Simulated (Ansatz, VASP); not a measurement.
## One calculation of Sc3Te, two programs

File INCAR:

```
SYSTEM = Sc3Te
PREC = Accurate
ENCUT = 520
EDIFF = 1E-6
ISMEAR = -1
SIGMA = 0.05
LREAL = .False.
LASPH = .True.
NELM = 100
ALGO = Fast
ISIF = 2
LWAVE = .False.
LCHARG = .True.
GGA = PE
LELF = .True.
LVHAR = .True.
NBANDS = 49
```

File KPOINTS:

```
Automatic mesh
0
Gamma
  5 5 5
  0 0 0
```

File POSCAR:

```
Sc3Te
1.0
    6.4038317736      0.0000000000      0.0000000000
   -3.2019158869      5.5458809975      0.0000000000
    0.0000000000      0.0000000000      5.1381677136
Te Sc
2 6
Direct
    0.3333333333      0.6666666667      0.7500000000
    0.6666666667      0.3333333333      0.2500000000
    0.1671465050      0.3342930100      0.2500000000
    0.1671465050      0.8328534950      0.2500000000
    0.6657069900      0.8328534950      0.2500000000
    0.8328534950      0.6657069900      0.7500000000
    0.8328534950      0.1671465050      0.7500000000
    0.3342930100      0.1671465050      0.7500000000
```

The input input.yaml:

```yaml
crystal:
  lattice:
    - [6.4038317736, 0.0, 0.0]
    - [-3.2019158869, 5.5458809975, 0.0]
    - [0.0, 0.0, 5.1381677136]
  atoms:
    - { symbol: Te, position: [0.3333333333, 0.6666666667, 0.75] }
    - { symbol: Te, position: [0.6666666667, 0.3333333333, 0.25] }
    - { symbol: Sc, position: [0.167146505, 0.33429301, 0.25] }
    - { symbol: Sc, position: [0.167146505, 0.832853495, 0.25] }
    - { symbol: Sc, position: [0.66570699, 0.832853495, 0.25] }
    - { symbol: Sc, position: [0.832853495, 0.66570699, 0.75] }
    - { symbol: Sc, position: [0.832853495, 0.167146505, 0.75] }
    - { symbol: Sc, position: [0.33429301, 0.167146505, 0.75] }
hamiltonian:
  xc: pbe
  pseudopotentials: { kind: paw }
kpoints:
  mp_grid: { grid: [5, 5, 5] }
scf:
  occupations: { method: fermi_dirac, width: 0.05 }
output:
  forces: true
  stress: true
  eigenvalues: true
```

Alike in both runs: task single point; functional PBE; k mesh 5 × 5 × 5; occupations fermi-dirac, width 0.05 eV; no spin polarisation.

|  | VASP | Ansatz |
| --- | --- | --- |
| version | VASP 6.6.1 | Ansatz 0.2.0 |
| potentials or method | VASP PAW PBE potentials, release 64 (Te, Sc_sv) | Ansatz PAW |
| plane-wave cutoff (eV) | 520 | 420 |
| valence electrons in the cell | 78 | 98 |

|  | VASP | Ansatz | Ansatz less VASP |
| --- | --- | --- | --- |
| gap on the k mesh at the Fermi level (eV) | none | none | - |
| pressure (GPa) | -0.9 | -1.0 | -0.13 |
| traceless stress, the component that is largest in VASP (GPa) | 0.15 | 0.15 | -0.001 |
| rms of the force components (eV/Å) | 0.020 | 0.018 | -0.0021 |

Atom by atom the forces differ by 0.002 eV/Å (rms over components). A gap of «none» marks a metal or a gap that the smearing closes. VASP's potentials hold 78 valence electrons a cell and Ansatz's 98, so a difference there can come from the potentials and not from the codes.

Spin-orbit coupling is off throughout.
